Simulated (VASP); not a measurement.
# TiC (Fm-3m) in VASP: further runs

TiC is run at these levels: PBEsol, LDA; tasks: relaxation of cell and atoms.

Everything below comes from runs of VASP 6.6.1. Logs are shortened: lines on timing, memory, paths and dates and some standing lists are left out, and cuts for length are marked.

## (1) The cell of the first run

The structure is cubic, space group Fm-3m (No. 225). The conventional cell has a = 4.319 Å, b = 4.319 Å, c = 4.319 Å, α = 90.00°, β = 90.00°, γ = 90.00°. Ti (site symmetry m-3m) has 6 C at 2.16 Å within 2.9 Å. Within 2.9 Å of C (site symmetry m-3m) lie 6 Ti at 2.16 Å.

## (2) Relaxation of cell and atoms, PBEsol

Input file INCAR:

```
SYSTEM = TiC
PREC = Accurate
ENCUT = 600
EDIFF = 1E-6
ISMEAR = 0
SIGMA = 0.1
LREAL = .FALSE.
LASPH = .TRUE.
NELM = 80
ALGO = Normal
ISIF = 3
LWAVE = .FALSE.
LCHARG = .FALSE.
GGA = PS
IBRION = 2
NSW = 70
EDIFFG = -0.005
```

Input file KPOINTS:

```
regular mesh
0
G
  12 12 12
  0 0 0
```

Input file POSCAR:

```
TiC
1.0
    0.0000000000      2.1593000000      2.1593000000
    2.1593000000      0.0000000000      2.1593000000
    2.1593000000      2.1593000000      0.0000000000
Ti C
1 1
Direct
    0.0000000000      0.0000000000      0.0000000000
    0.5000000000      0.5000000000      0.5000000000
```

Potentials or basis: VASP PAW PBE potentials, release 64 (Ti_sv, C).

Launch:

```sh
cat potpaw_PBE.64/Ti_sv/POTCAR potpaw_PBE.64/C/POTCAR > POTCAR
mpirun -np 1 vasp_std > vasp.out
```

OUTCAR:

```text
SYSTEM = TiC
   PREC = Accurate
   ENCUT = 600
   EDIFF = 1E-6
   ISMEAR = 0
   LREAL = .FALSE.
   LASPH = .TRUE.
   NELM = 80
   ISIF = 3
   GGA = PS
   IBRION = 2
   NSW = 70
   EDIFFG = -0.005

 ion  position               nearest neighbor table
   1  0.000  0.000  0.000-   2 2.16   2 2.16   2 2.16   2 2.16   2 2.16   2 2.16
   2  0.500  0.500  0.500-   1 2.16   1 2.16   1 2.16   1 2.16   1 2.16   1 2.16

  LATTYP: Found a face centered cubic cell.
 ALAT       =     4.3186000000

  Lattice vectors:

 A1 = (   0.0000000000,   2.1593000000,   2.1593000000)
 A2 = (   2.1593000000,   0.0000000000,   2.1593000000)
 A3 = (   2.1593000000,   2.1593000000,   0.0000000000)

Analysis of symmetry for initial positions (statically):
=====================================================================
 Subroutine PRICEL returns:
 Original cell was already a primitive cell.

 Routine SETGRP: Setting up the symmetry group for a
 face centered cubic supercell.

 Subroutine GETGRP returns: Found 48 space group operations
 (whereof 48 operations were pure point group operations)
 out of a pool of 48 trial point group operations.

The static configuration has the point symmetry O_h .

Analysis of symmetry for dynamics (positions and initial velocities):
=====================================================================
 Subroutine PRICEL returns:
 Original cell was already a primitive cell.

 Routine SETGRP: Setting up the symmetry group for a
 face centered cubic supercell.

 Subroutine GETGRP returns: Found 48 space group operations
 (whereof 48 operations were pure point group operations)
 out of a pool of 48 trial point group operations.

The dynamic configuration has the point symmetry O_h .

 Subroutine INISYM returns: Found 48 space group operations
 (whereof 48 operations are pure point group operations),
 and found     1 'primitive' translations

----------------------------------------------------------------------------------------

                                     Primitive cell

  volume of cell :      20.1358

  direct lattice vectors                    reciprocal lattice vectors
     0.000000000  2.159300000  2.159300000    -0.231556523  0.231556523  0.231556523
     2.159300000  0.000000000  2.159300000     0.231556523 -0.231556523  0.231556523
     2.159300000  2.159300000  0.000000000     0.231556523  0.231556523 -0.231556523

  length of vectors
     3.053711345  3.053711345  3.053711345     0.401067663  0.401067663  0.401067663

  position of ions in fractional coordinates (direct lattice)
     0.000000000  0.000000000  0.000000000
     0.500000000  0.500000000  0.500000000

  ion indices of the primitive-cell ions
   primitive index   ion index
                 1           1
                 2           2

----------------------------------------------------------------------------------------

 KPOINTS: regular mesh

Automatic generation of k-mesh.
 Grid dimensions read from file:
 generate k-points for:   12   12   12

 Generating k-lattice:

  Cartesian coordinates                     Fractional coordinates (reciprocal lattice)
    -0.019296377  0.019296377  0.019296377     0.083333333  0.000000000  0.000000000
     0.019296377 -0.019296377  0.019296377     0.000000000  0.083333333  0.000000000
     0.019296377  0.019296377 -0.019296377     0.000000000  0.000000000  0.083333333

  Length of vectors
     0.033422305  0.033422305  0.033422305

  Shift w.r.t. Gamma in fractional coordinates (k-lattice)
     0.000000000  0.000000000  0.000000000

 Subroutine IBZKPT returns following result:
 ===========================================

 Found     72 irreducible k-points:

 Following reciprocal coordinates:
            Coordinates               Weight
  0.000000  0.000000  0.000000      1.000000
  0.083333  0.000000  0.000000      8.000000
  0.166667  0.000000  0.000000      8.000000
  0.250000  0.000000  0.000000      8.000000
  0.333333  0.000000  0.000000      8.000000
  0.416667  0.000000  0.000000      8.000000
[... 16 lines left out ...]
  0.500000  0.166667  0.000000     24.000000
 -0.416667  0.166667  0.000000     24.000000
 [... further k-points ...]
   k-points           NKPTS =     72   k-points in BZ     NKDIM =     72   number of bands    NBANDS=     12
   number of dos      NEDOS =    301   number of ions     NIONS =      2
   total plane-waves  NPLWV =  13824
   dimension x,y,z NGX =    24 NGY =   24 NGZ =   24
   dimension x,y,z NGXF=    48 NGYF=   48 NGZF=   48
   ions per type =               1   1
   NGX,Y,Z   is equivalent  to a cutoff of  13.07, 13.07, 13.07 a.u.
   NGXF,Y,Z  is equivalent  to a cutoff of  26.13, 26.13, 26.13 a.u.
 SYSTEM =  TiC
   PREC   = accura    normal or accurate (medium, high low for compatibility)
   ISTART =      0    job   : 0-new  1-cont  2-samecut
   ICHARG =      2    charge: 1-file 2-atom 10-const
   ISPIN  =      1    spin polarized calculation?
   LNONCOLLINEAR =      F non collinear calculations
   LSORBIT =      F    spin-orbit coupling
   LASPH  =      T    aspherical Exc in radial PAW
   ENCUT  =  600.0 eV  44.10 Ry    6.64 a.u.   6.10  6.10  6.10*2*pi/ulx,y,z
   NELM   =     80;   NELMIN=  2; NELMDL= -5     # of ELM steps
   EDIFF  = 0.1E-05   stopping-criterion for ELM
   LREAL  =      F    real-space projection
   EDIFFG = -.5E-02   stopping-criterion for IOM
   NSW    =     70    number of steps for IOM
   IBRION =      2    ionic relax: 0-MD 1-quasi-New 2-CG
   NFREE  =      1    steps in history (QN), initial steepest desc. (CG)
   ISIF   =      3    stress and relaxation
   ISYM   =      2    0-nonsym 1-usesym 2-fastsym
   POTIM  = 0.5000    time-step for ionic-motion
   TEBEG  =    0.0;   TEEND  =   0.0 temperature during run
   PSTRESS=    0.0 pullay stress
   NELECT =      16.0000    total number of electrons
   NUPDOWN=      -1.0000    fix difference up-down
   EMIN   =  10.00;   EMAX   =-10.00  energy-range for DOS
   EFERMI =   0.00;   METHOD = LEGACY
   ISMEAR =     0;   SIGMA  =   0.10  broadening in eV -4-tet -1-fermi 0-gaus
   EFERMI_NEDOS =   21; number of points for ismear=-14 and -15
   IALGO  =     38    algorithm
   IMIX   =      4    mixing-type and parameters
     AMIX     =   0.40;   BMIX     =  1.00
     AMIX_MAG =   1.60;   BMIX_MAG =  1.00
  volume/ion in A,a.u.               =      10.07        67.94
  Fermi-wavevector in a.u.,A,eV,Ry     =   1.516323  2.865436 31.283015  2.299237
  Thomas-Fermi vector in A             =   2.625728
   LORBIT       =      0    0 simple, 1 ext, 2 COOP (PROOUT), +10 PAW based schemes
   GGA     = PS    functional components
   LHFCALC =     F    Hartree Fock is set to
   AEXX    =    0.0000 exact exchange contribution
   IVDW    =     0    specifies the selected vdW correction
   LEPSILON=     F    determine dielectric tensor
   LRPA    =     F    only Hartree local field effects (RPA)
 conjugate gradient relaxation of ions
 non-spin polarized calculation
 Gauss-broadening in eV      SIGMA  =   0.10
  energy-cutoff  :      600.00
  volume of cell :       20.14
 maximum number of plane-waves:       692
   NGX = 13   NGY = 13   NGZ = 13

--------------------------------------- Ionic step        1  -------------------------------------------

 number of electron      16.0000002 magnetization

 Free energy of the ion-electron system (eV)
  ---------------------------------------------------
  ext. energy  EPLUGINS =         0.00000000
  ---------------------------------------------------
  free energy    TOTEN  =       -19.79915505 eV

  energy without entropy =      -19.79770875  energy(sigma->0) =      -19.79843190

------------------------ aborting loop because EDIFF is reached ----------------------------------------

  FORCE on cell =-STRESS in cart. coord.  units (eV):
  Direction    XX          YY          ZZ          XY          YZ          ZX
  --------------------------------------------------------------------------------------
  -------------------------------------------------------------------------------------
  Total       -0.5521197     -0.5521197     -0.5521197      0.0000000      0.0000000     -0.0000000
  in kB      -43.9313798    -43.9313798    -43.9313798      0.0000000      0.0000000     -0.0000000
  external PRESSURE =     -43.9313798 kB  Pullay stress =       0.0000000 kB
[... 57 lines left out ...]
  energy  without entropy=      -19.7935931298  energy(sigma->0) =      -19.79428750

--------------------------------------- Ionic step        3  -------------------------------------------

 number of electron      16.0000003 magnetization

 Free energy of the ion-electron system (eV)
  ---------------------------------------------------
  ext. energy  EPLUGINS =         0.00000000
  ---------------------------------------------------
  free energy    TOTEN  =       -19.80388710 eV

  energy without entropy =      -19.80247001  energy(sigma->0) =      -19.80317855

 E-fermi :   9.6428     XC(G=0): -12.9946

 val. band max:        9.6063640215   @ k =   0.5000   0.5000   0.0000
 cond. band min:       9.7149207382   @ k =   0.3333   0.2500   0.0000
 fundamental gap:      0.1085567166
 Fermi energy:         9.6428185230

 k-point     1 :       0.0000    0.0000    0.0000
  band No.  band energies     occupation
      1     -46.6482      2.00000
      2     -22.7609      2.00000
      3     -22.7609      2.00000
      4     -22.7609      2.00000
      5      -2.8799      2.00000
      6      10.2792      0.00000
      7      10.2792      0.00000
      8      10.2792      0.00000
      9      11.3448      0.00000
     10      11.3448      0.00000
     11      11.3448      0.00000
     12      11.3881      0.00000
[... 331 lines left out ...]
 k-point    24 :      -0.4167    0.1667    0.0000
  band No.  band energies     occupation
      1     -46.5556      2.00000
      2     -23.2623      2.00000
      3     -22.9155      2.00000
      4     -22.8346      2.00000
      5       0.5217      2.00000
      6       4.2578      2.00000
      7       6.5964      2.00000
      8       6.8816      2.00000
      9      12.4320      0.00000
     10      12.4996      0.00000
     11      13.6040      0.00000
     12      16.5014      0.00000

 [... further k-points ...]

------------------------ aborting loop because EDIFF is reached ----------------------------------------

  FORCE on cell =-STRESS in cart. coord.  units (eV):
  Direction    XX          YY          ZZ          XY          YZ          ZX
  --------------------------------------------------------------------------------------
  -------------------------------------------------------------------------------------
  Total       -0.0043896     -0.0043896     -0.0043896      0.0000000     -0.0000000      0.0000000
  in kB       -0.3552422     -0.3552422     -0.3552422      0.0000000     -0.0000000      0.0000000
  external PRESSURE =      -0.3552422 kB  Pullay stress =       0.0000000 kB
[... 17 lines left out ...]
  FREE ENERGIE OF THE ION-ELECTRON SYSTEM (eV)
  ---------------------------------------------------
  free  energy   TOTEN  =       -19.8038871013 eV

  energy  without entropy=      -19.8024700078  energy(sigma->0) =      -19.80317855

 reached required accuracy - stopping structural energy minimisation
```

It took 43 s on 1 thread of Intel Xeon Platinum 8375C at 2.90GHz (Ice Lake), shared host; peak memory 0.16 GiB.

What came out:

```
Free energy                            : -19.8039 eV
Relaxed volume                         : 9.90 Å³/atom
Relaxed cell                           : a = 3.037 Å, b = 3.037 Å, c = 3.037 Å, α = 60.00°, β = 60.00°, γ = 60.00°
Space group after relaxing (to 0.05 Å) : Fm-3m (No. 225)
Energy gained by relaxing              : 2.4 meV/atom
Ionic steps                            : 3
Pressure after relaxing                : 0.0 GPa
Band gap on the k mesh                 : zero (band 8 reaches 10.28 eV, above the bottom of band 9 at 9.20 eV)
```

Step by step:
```csv
step,energy change (eV),largest force (eV/Å),pressure (GPa),volume (Å³)
1,0.0000,0.0000,-4.39,20.14
2,0.0042,0.0000,6.39,19.34
3,-0.0047,0.0000,-0.04,19.80
```

Final structure:
```cif
data_structure
_symmetry_space_group_name_H-M 'P 1'
_symmetry_Int_Tables_number 1
_cell_length_a 3.0365
_cell_length_b 3.0365
_cell_length_c 3.0365
_cell_angle_alpha 60.000
_cell_angle_beta 60.000
_cell_angle_gamma 60.000
_cell_volume 19.80
loop_
_atom_site_label
_atom_site_type_symbol
_atom_site_fract_x
_atom_site_fract_y
_atom_site_fract_z
_atom_site_occupancy
Ti1 Ti 0.00000 0.00000 0.00000 1
C1 C 0.50000 0.50000 0.50000 1
```

Caveat: the PAW data sets were made with another functional, which shifts forces and pressure a little.

## (3) Relaxation of cell and atoms, LDA

Input file INCAR:

```
SYSTEM = TiC
PREC = Accurate
ENCUT = 600
EDIFF = 1E-7
ISMEAR = 0
SIGMA = 0.1
LREAL = .FALSE.
LASPH = .TRUE.
NELM = 60
ALGO = Normal
ISIF = 3
LWAVE = .FALSE.
LCHARG = .FALSE.
GGA = CA
IBRION = 2
NSW = 70
EDIFFG = -0.005
```

Input file KPOINTS:

```
Automatic mesh
0
G
  12 12 12
  0 0 0
```

POSCAR is that of step 2.

Potentials or basis: VASP PAW LDA potentials, release 64 (Ti_sv, C).

Launch:

```sh
cat potpaw_LDA.64/Ti_sv/POTCAR potpaw_LDA.64/C/POTCAR > POTCAR
mpirun -np 1 vasp_std > vasp.out
```

Run time: 49 s. Hardware: 1 thread of Intel Xeon Platinum 8375C at 2.90GHz (Ice Lake), shared host; peak memory 0.14 GiB.

It converged, with:

* Free energy: -20.5417 eV
* Relaxed volume: 9.69 Å³/atom
* Relaxed cell: a = 3.015 Å, b = 3.015 Å, c = 3.015 Å, α = 60.00°, β = 60.00°, γ = 60.00°
* Space group after relaxing (to 0.05 Å): Fm-3m (No. 225)
* Energy gained by relaxing: 12.1 meV/atom
* Ionic steps: 4
* Pressure after relaxing: 0.1 GPa
* Band gap on the k mesh: zero (band 8 reaches 10.45 eV, above the bottom of band 9 at 9.38 eV)

The path:
```csv
step,energy change (eV),largest force (eV/Å),pressure (GPa),volume (Å³)
1,0.0000,0.0000,-9.94,20.14
2,0.0258,0.0000,16.63,18.37
3,-0.0243,0.0000,-0.14,19.39
4,-0.0243,0.0000,0.06,19.37
```

Final structure:
```
Ti C
1.0
     0.00000    2.13170    2.13170
     2.13170    0.00000    2.13170
     2.13170    2.13170    0.00000
Ti C
1 1
Direct
  0.00000 0.00000 0.00000
  0.50000 0.50000 0.50000
```

Levels at points of the mesh, in eV from the Fermi level:
```
           k point  band 5  band 6  band 7  band 8  band 9  band 10  band 11  band 12
(0.00, 0.00, 0.00)  -12.46    0.61    0.61    0.61    1.71     1.71     1.71     1.78
(0.50, 0.00, 0.00)   -8.69   -6.08   -3.09   -3.09    3.03     3.03     4.30     8.51
(0.50, 0.50, 0.00)  -10.15   -3.43   -1.86    0.00    0.00     2.86     3.67     3.67
```

LDA usually gives volumes a few per cent too small. Zero-point motion and thermal expansion aren't in these numbers.
